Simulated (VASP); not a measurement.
# HPt4 in VASP: further runs

HPt4 is run at these levels: RPBE; tasks: single point.

Program: VASP 6.6.1. These are calculated values, not measurements. Logs are shortened: lines on timing, memory, paths and dates and some standing lists are left out, and cuts for length are marked.

## 1. The cell of the first run

The cell holds a slab with vacuum, 5 atoms: a = 2.823 Å, b = 2.823 Å, c = 25.916 Å, α = 90.00°, β = 90.00°, γ = 120.00°.

## 2. Single point, RPBE

File INCAR:

```
ALGO     = Normal         # electronic algorithm
DIPOL    = 0.5 0.5 0.502
EDIFF    = 1E-6           # SCF threshold, eV
ENCUT    = 520            # plane-wave cutoff, eV
GGA      = RP             # functional
IDIPOL   = 3            
ISIF     = 2              # what is computed and relaxed
ISMEAR   = 0              # smearing method
LASPH    = True           # aspherical terms in the spheres
LCHARG   = True           # write CHGCAR
LDIPOL   = True         
LELF     = True           # ELF
LREAL    = False          # projectors in reciprocal space
LVACPOTAV= True         
LVHAR    = True         
LWAVE    = False          # write WAVECAR
NBANDS   = 28             # bands
NELM     = 80             # most SCF steps
PREC     = Accurate       # precision mode
SIGMA    = 0.1            # smearing width, eV
```

File KPOINTS:

```
k-points
0
Gamma
  12 12 1
```

File POSCAR:

```
HPt4
1.0
    2.8233810850      0.0000000000      0.0000000000
   -1.4116905425      2.4451197442      0.0000000000
    0.0000000000      0.0000000000     25.9158430076
Pt H
4 1
Direct
    0.6666666667      0.3333333333      0.3279847002
    0.3333333333      0.6666666667      0.4169372766
    0.0000000000      0.0000000000      0.5063491850
    0.6666666667      0.3333333333      0.5982367951
    0.6666666667      0.3333333333      0.6581928498
```

Potentials or basis: VASP PAW PBE potentials, release 64 (Pt, H).

On the command line:

```
$ cat potpaw_PBE.64/Pt/POTCAR potpaw_PBE.64/H/POTCAR > POTCAR
$ mpirun -np 1 vasp_std > vasp.out
```

OUTCAR:

```text
EDIFF = 1E-6
   ENCUT = 520
   GGA = RP
   ISIF = 2
   ISMEAR = 0
   LASPH = True
   LREAL = False
   NELM = 80
   PREC = Accurate

 ion  position               nearest neighbor table
   1  0.667  0.333  0.328-   2 2.82   2 2.82   2 2.82
   2  0.333  0.667  0.417-   1 2.82   1 2.82   1 2.82   3 2.83   3 2.83   3 2.83
   3  0.000  0.000  0.506-   2 2.83   2 2.83   2 2.83   4 2.89   4 2.89   4 2.89
   4  0.667  0.333  0.598-   5 1.55   3 2.89   3 2.89   3 2.89
   5  0.667  0.333  0.658-   4 1.55

  LATTYP: Found a hexagonal cell.
 ALAT       =     2.8233810850
 C/A-ratio  =     9.1790099272

  Lattice vectors:

 A1 = (   2.8233810850,   0.0000000000,   0.0000000000)
 A2 = (  -1.4116905425,   2.4451197442,   0.0000000000)
 A3 = (   0.0000000000,   0.0000000000,  25.9158430076)

Analysis of symmetry for initial positions (statically):
=====================================================================
 Subroutine PRICEL returns:
 Original cell was already a primitive cell.

 Routine SETGRP: Setting up the symmetry group for a
 hexagonal supercell.

 Subroutine GETGRP returns: Found  6 space group operations
 (whereof  6 operations were pure point group operations)
 out of a pool of 24 trial point group operations.

The static configuration has the point symmetry C_3v.

Analysis of symmetry for dynamics (positions and initial velocities):
=====================================================================
 Subroutine PRICEL returns:
 Original cell was already a primitive cell.

 Routine SETGRP: Setting up the symmetry group for a
 hexagonal supercell.

 Subroutine GETGRP returns: Found  6 space group operations
 (whereof  6 operations were pure point group operations)
 out of a pool of 24 trial point group operations.

The dynamic configuration has the point symmetry C_3v.

 Subroutine INISYM returns: Found  6 space group operations
 (whereof  6 operations are pure point group operations),
 and found     1 'primitive' translations

----------------------------------------------------------------------------------------

                                     Primitive cell

  volume of cell :     178.9101

  direct lattice vectors                    reciprocal lattice vectors
     2.823381085  0.000000000  0.000000000     0.354185273  0.204488963  0.000000000
    -1.411690542  2.445119744  0.000000000     0.000000000  0.408977925  0.000000000
     0.000000000  0.000000000 25.915843008     0.000000000  0.000000000  0.038586435

  length of vectors
     2.823381085  2.823381085 25.915843008     0.408977925  0.408977925  0.038586435

  position of ions in fractional coordinates (direct lattice)
     0.666666667  0.333333333  0.327984700
     0.333333333  0.666666667  0.416937277
     0.000000000  0.000000000  0.506349185
     0.666666667  0.333333333  0.598236795
     0.666666667  0.333333333  0.658192850

  ion indices of the primitive-cell ions
   primitive index   ion index
                 1           1
                 2           2
                 3           3
                 4           4
                 5           5

----------------------------------------------------------------------------------------

 KPOINTS: k-points

Automatic generation of k-mesh.
 Grid dimensions read from file:
 generate k-points for:   12   12    1

 Generating k-lattice:

  Cartesian coordinates                     Fractional coordinates (reciprocal lattice)
     0.029515439  0.017040747  0.000000000     0.083333333  0.000000000  0.000000000
     0.000000000  0.034081494  0.000000000     0.000000000  0.083333333  0.000000000
     0.000000000  0.000000000  0.038586435     0.000000000  0.000000000  1.000000000

  Length of vectors
     0.034081494  0.034081494  0.038586435

  Shift w.r.t. Gamma in fractional coordinates (k-lattice)
     0.000000000  0.000000000  0.000000000

 Subroutine IBZKPT returns following result:
 ===========================================

 Found     19 irreducible k-points:

 Following reciprocal coordinates:
            Coordinates               Weight
  0.000000  0.000000  0.000000      1.000000
  0.083333  0.000000  0.000000      6.000000
  0.166667  0.000000  0.000000      6.000000
  0.250000  0.000000  0.000000      6.000000
  0.333333  0.000000  0.000000      6.000000
  0.416667  0.000000  0.000000      6.000000
[... 11 lines left out ...]
  0.333333  0.250000  0.000000     12.000000
  0.333333  0.333333  0.000000      2.000000
   k-points           NKPTS =     19   k-points in BZ     NKDIM =     19   number of bands    NBANDS=     28
   number of dos      NEDOS =    301   number of ions     NIONS =      5
   total plane-waves  NPLWV = 112896
   dimension x,y,z NGX =    24 NGY =   24 NGZ =  196
   dimension x,y,z NGXF=    48 NGYF=   48 NGZF=  392
   ions per type =               4   1
   NGX,Y,Z   is equivalent  to a cutoff of  14.13, 14.13, 12.57 a.u.
   NGXF,Y,Z  is equivalent  to a cutoff of  28.26, 28.26, 25.15 a.u.
 SYSTEM =  unknown system
   PREC   = accura    normal or accurate (medium, high low for compatibility)
   ISTART =      0    job   : 0-new  1-cont  2-samecut
   ICHARG =      2    charge: 1-file 2-atom 10-const
   ISPIN  =      1    spin polarized calculation?
   LNONCOLLINEAR =      F non collinear calculations
   LSORBIT =      F    spin-orbit coupling
   LASPH  =      T    aspherical Exc in radial PAW
   ENCUT  =  520.0 eV  38.22 Ry    6.18 a.u.   5.25  5.25 48.19*2*pi/ulx,y,z
   NELM   =     80;   NELMIN=  2; NELMDL= -5     # of ELM steps
   EDIFF  = 0.1E-05   stopping-criterion for ELM
   LREAL  =      F    real-space projection
   EDIFFG = 0.1E-04   stopping-criterion for IOM
   NSW    =      0    number of steps for IOM
   IBRION =     -1    ionic relax: 0-MD 1-quasi-New 2-CG
   NFREE  =      0    steps in history (QN), initial steepest desc. (CG)
   ISIF   =      2    stress and relaxation
   ISYM   =      2    0-nonsym 1-usesym 2-fastsym
   POTIM  = 0.5000    time-step for ionic-motion
   TEBEG  =    0.0;   TEEND  =   0.0 temperature during run
   PSTRESS=    0.0 pullay stress
   NELECT =      41.0000    total number of electrons
   NUPDOWN=      -1.0000    fix difference up-down
   EMIN   =  10.00;   EMAX   =-10.00  energy-range for DOS
   EFERMI =   0.00;   METHOD = LEGACY
   ISMEAR =     0;   SIGMA  =   0.10  broadening in eV -4-tet -1-fermi 0-gaus
   EFERMI_NEDOS =   21; number of points for ismear=-14 and -15
   IALGO  =     38    algorithm
   IMIX   =      4    mixing-type and parameters
     AMIX     =   0.40;   BMIX     =  1.00
     AMIX_MAG =   1.60;   BMIX_MAG =  1.00
  volume/ion in A,a.u.               =      35.78       241.47
  Fermi-wavevector in a.u.,A,eV,Ry     =   1.001823  1.893172 13.655486  1.003650
  Thomas-Fermi vector in A             =   2.134270
   LORBIT       =      0    0 simple, 1 ext, 2 COOP (PROOUT), +10 PAW based schemes
   GGA     = RP    functional components
   LHFCALC =     F    Hartree Fock is set to
   AEXX    =    0.0000 exact exchange contribution
   IVDW    =     0    specifies the selected vdW correction
   LEPSILON=     F    determine dielectric tensor
   LRPA    =     F    only Hartree local field effects (RPA)
 non-spin polarized calculation
 Gauss-broadening in eV      SIGMA  =   0.10
  energy-cutoff  :      520.00
  volume of cell :      178.91
 maximum number of plane-waves:      4852
 NGX is ok and might be reduce to    24
   NGX = 11   NGY = 11   NGZ = 97

 dipolmoment           0.000000      0.000000      0.031070 electrons x Angstroem

 number of electron      40.9999995 magnetization

 dipolmoment           0.000000      0.000000     -0.023273 electrons x Angstroem

 Free energy of the ion-electron system (eV)
  ---------------------------------------------------
  ext. energy  EPLUGINS =         0.00000000
  ---------------------------------------------------
  free energy    TOTEN  =       -24.49584635 eV

  energy without entropy =      -24.45478342  energy(sigma->0) =      -24.47531488

 E-fermi :   0.3557     XC(G=0):  -5.5587

 val. band max:        0.3550303882   @ k =   0.4167   0.0000   0.0000
 cond. band min:       0.3571963036   @ k =   0.3333   0.0833   0.0000
 fundamental gap:      0.0021659154
 Fermi energy:         0.3556890149

 k-point     1 :       0.0000    0.0000    0.0000
  band No.  band energies     occupation
      1      -8.6859      2.00000
      2      -7.5850      2.00000
      3      -6.4263      2.00000
      4      -6.1789      2.00000
      5      -5.4780      2.00000
      6      -3.1234      2.00000
[... 20 lines left out ...]
     27       5.4712      0.00000
     28       5.9026      0.00000

 k-point     2 :       0.0833    0.0000    0.0000
  band No.  band energies     occupation
      1      -8.4585      2.00000
      2      -7.3699      2.00000
      3      -6.1942      2.00000
      4      -5.9624      2.00000
      5      -5.3991      2.00000
      6      -3.2327      2.00000
[... 20 lines left out ...]
     27       5.6318      0.00000
     28       6.0842      0.00000

 k-point     3 :       0.1667    0.0000    0.0000
  band No.  band energies     occupation
      1      -7.8227      2.00000
      2      -6.7999      2.00000
      3      -5.5992      2.00000
      4      -5.4112      2.00000
      5      -5.1663      2.00000
      6      -3.6671      2.00000
[... 20 lines left out ...]
     27       6.1042      0.00000
     28       6.6225      0.00000

 k-point     4 :       0.2500    0.0000    0.0000
  band No.  band energies     occupation
      1      -6.9538      2.00000
      2      -6.1470      2.00000
      3      -5.1882      2.00000
      4      -5.0165      2.00000
      5      -4.7220      2.00000
      6      -4.1554      2.00000
[... 423 lines left out ...]
     27       7.5982      0.00000
     28       8.4263      0.00000

 k-point    18 :       0.3333    0.2500    0.0000
  band No.  band energies     occupation
      1      -5.1949      2.00000
      2      -4.8694      2.00000
      3      -4.6254      2.00000
      4      -4.4296      2.00000
      5      -4.1781      2.00000
      6      -3.9674      2.00000
[... 20 lines left out ...]
     27       7.1898      0.00000
     28       7.8370      0.00000

 k-point    19 :       0.3333    0.3333    0.0000
  band No.  band energies     occupation
      1      -5.0525      2.00000
      2      -4.5867      2.00000
      3      -4.5759      2.00000
      4      -4.3259      2.00000
      5      -4.0730      2.00000
      6      -4.0308      2.00000
[... 20 lines left out ...]
     27       6.8197      0.00000
     28       8.4113      0.00000

------------------------ aborting loop because EDIFF is reached ----------------------------------------

  FORCE on cell =-STRESS in cart. coord.  units (eV):
  Direction    XX          YY          ZZ          XY          YZ          ZX
  --------------------------------------------------------------------------------------
  -------------------------------------------------------------------------------------
  Total       -3.8490013     -3.8490013      0.2331746      0.0000000      0.0000000     -0.0000000
  in kB      -34.4686017    -34.4686017      2.0881269      0.0000000      0.0000000     -0.0000000
  external PRESSURE =     -22.2830255 kB  Pullay stress =       0.0000000 kB

 VOLUME and BASIS-vectors are now :
 -----------------------------------------------------------------------------
  energy-cutoff  :      520.00
  volume of cell :      178.91
      direct lattice vectors                 reciprocal lattice vectors
     2.823381085  0.000000000  0.000000000     0.354185273  0.204488963  0.000000000
    -1.411690542  2.445119744  0.000000000     0.000000000  0.408977925  0.000000000
     0.000000000  0.000000000 25.915843008     0.000000000  0.000000000  0.038586435

 POSITION                                       TOTAL-FORCE (eV/Angst)
 -----------------------------------------------------------------------------------
      1.41169      0.81504      8.50000         0.000000      0.000000     -0.121452
     -0.00000      1.63008     10.80528         0.000000     -0.000000      0.137413
      0.00000      0.00000     13.12247        -0.000000     -0.000000      0.000252
      1.41169      0.81504     15.50381        -0.000000      0.000000     -0.078594
      1.41169      0.81504     17.05762        -0.000000     -0.000000      0.062381
 -----------------------------------------------------------------------------------
    total drift:                               -0.000000      0.000000     -0.000018

  FREE ENERGIE OF THE ION-ELECTRON SYSTEM (eV)
  ---------------------------------------------------
  free  energy   TOTEN  =       -24.4958463511 eV

  energy  without entropy=      -24.4547834174  energy(sigma->0) =      -24.47531488

 vacuum level on the upper side and lower side of the slab         5.315         5.927
```

It took 3.4 min on 1 thread of Intel Xeon Platinum 8259CL at 2.50GHz (Skylake/Cascade Lake), shared host; peak memory 0.35 GiB.

Results:

```
Free energy   : -24.4958 eV
Largest force : 0.137 eV/Å
```

Forces on the atoms (eV/Å):
```
Pt   0.000  0.000 -0.121
Pt   0.000  0.000  0.137
Pt   0.000  0.000  0.000
Pt   0.000  0.000 -0.079
H    0.000  0.000  0.062
```

Caveat: the PAW data sets were made with another functional, which shifts forces and pressure a little; spin-orbit coupling is left out, which moves the levels of the heavy elements.

## 3. Single point, RPBE

INCAR, as its differences from that of step 2:

```diff
@@ -3,4 +3,5 @@
 EDIFF    = 1E-6           # SCF threshold, eV
-ENCUT    = 520            # plane-wave cutoff, eV
+ENCUT    = 430            # plane-wave cutoff, eV
 GGA      = RP             # functional
+GGA_COMPAT= False        
 IDIPOL   = 3            
@@ -16,4 +17,5 @@
 LWAVE    = False          # write WAVECAR
-NBANDS   = 28             # bands
-NELM     = 80             # most SCF steps
+NBANDS   = 44             # bands
+NELM     = 120            # most SCF steps
+NELMDL   = -8           
 PREC     = Accurate       # precision mode
```

KPOINTS is that of step 2.

POSCAR is that of step 2.

Potentials or basis: VASP PAW PBE potentials, release 64 (Pt_sv_GW, H).

On the command line:

```
$ cat potpaw_PBE.64/Pt_sv_GW/POTCAR potpaw_PBE.64/H/POTCAR > POTCAR
$ mpirun -np 1 vasp_std > vasp.out
```

Wall time 4.3 min (1 thread of Intel Xeon 6975P-C (Granite Rapids), shared host); peak memory 0.3 GiB.

Results (log left out):

| Item | Value |
| --- | --- |
| Free energy | -24.1197 eV |
| Largest force | 0.150 eV/Å |

Forces in eV/Å, atoms in the order of the input:
```
Pt   0.000  0.000 -0.150
Pt   0.000  0.000  0.139
Pt   0.000  0.000  0.010
Pt   0.000  0.000 -0.014
H    0.000  0.000  0.015
```

Levels at points of the mesh, in eV from the Fermi level:
| k point | band 33 | band 34 | band 35 | band 36 | band 37 | band 38 | band 39 | band 40 |
| --- | --- | --- | --- | --- | --- | --- | --- | --- |
| (0.00, 0.00, 0.00) | -1.46 | -1.46 | -1.28 | -1.28 | -0.69 | -0.69 | -0.07 | -0.07 |
| (0.50, 0.00, 0.00) | 0.12 | 0.22 | 0.32 | 0.55 | 0.67 | 1.88 | 2.37 | 2.92 |

Caveat: the PAW data sets were made with another functional, which shifts forces and pressure a little; spin-orbit coupling is left out, which moves the levels of the heavy elements.
